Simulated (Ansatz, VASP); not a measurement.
## Si3C in VASP and in Ansatz

INCAR

```
ALGO = Normal
EDIFF = 1E-7
ENCUT = 520
GGA = PE
ISIF = 2
ISMEAR = 0
LASPH = T
LCHARG = F
LREAL = F
LWAVE = F
NBANDS = 16
NELM = 80
PREC = Accurate
SIGMA = 0.1
```

KPOINTS

```
k-points
0
Gamma
  6 6 2
```

Contents of POSCAR:

```
Si3C
1.0
    2.7434356100      0.0000000000      0.0000000000
    0.0000000000      2.7434356100      0.0000000000
    0.0000000000      0.0000000000      7.7596076900
Si C
3 1
Direct
    0.5000000000      0.5000000000      0.2500000000
    0.0000000000      0.0000000000      0.5000000000
    0.5000000000      0.5000000000      0.7500000000
    0.0000000000      0.0000000000      0.0000000000
```

Input for Ansatz:

```yaml
crystal:
  lattice:
    - [2.74343561, 0.0, 0.0]
    - [0.0, 2.74343561, 0.0]
    - [0.0, 0.0, 7.75960769]
  atoms:
    - { symbol: Si, position: [0.5, 0.5, 0.25] }
    - { symbol: Si, position: [0.0, 0.0, 0.5] }
    - { symbol: Si, position: [0.5, 0.5, 0.75] }
    - { symbol: C, position: [0.0, 0.0, 0.0] }
basis:
  ecutwfc: 420
kpoints:
  mp_grid: { grid: [6, 6, 2] }
hamiltonian:
  xc: pbe
scf:
  occupations: { method: gaussian, width: 0.1 }
  lower_state_search: "off"
output:
  forces: true
  stress: true
  eigenvalues: true
```

Alike in both runs: task single point; functional PBE; k mesh 6 × 6 × 2; occupations gaussian, width 0.1 eV; no spin polarisation.

|  | VASP | Ansatz |
| --- | --- | --- |
| version | VASP 6.6.1 | Ansatz 0.2.0 |
| potentials or method | VASP PAW PBE potentials, release 64 (Si, C), cutoff 520 eV | scalar-relativistic, plane waves, PAW |
| valence electrons in the cell | 16 | 16 |

Ansatz gave:

| Quantity | Value |
| --- | --- |
| gap on the k mesh at the Fermi level (eV) | none |
| pressure (GPa) | -10.6 |
| traceless stress, the component that is largest in VASP (GPa) | -7.30 |
| rms of the force components (eV/Å) | 0.423 |

Problem. What did VASP give for the same quantities?

Solution. gap on the k mesh at the Fermi level (eV): none; pressure (GPa): -10.6; traceless stress, the component that is largest in VASP (GPa): -7.29; rms of the force components (eV/Å): 0.422.

Atom by atom the forces differ by 0.001 eV/Å (rms over components). A gap of «none» marks a metal or a gap that the smearing closes.

The k mesh is coarse, so the values compare programs but aren't converged.
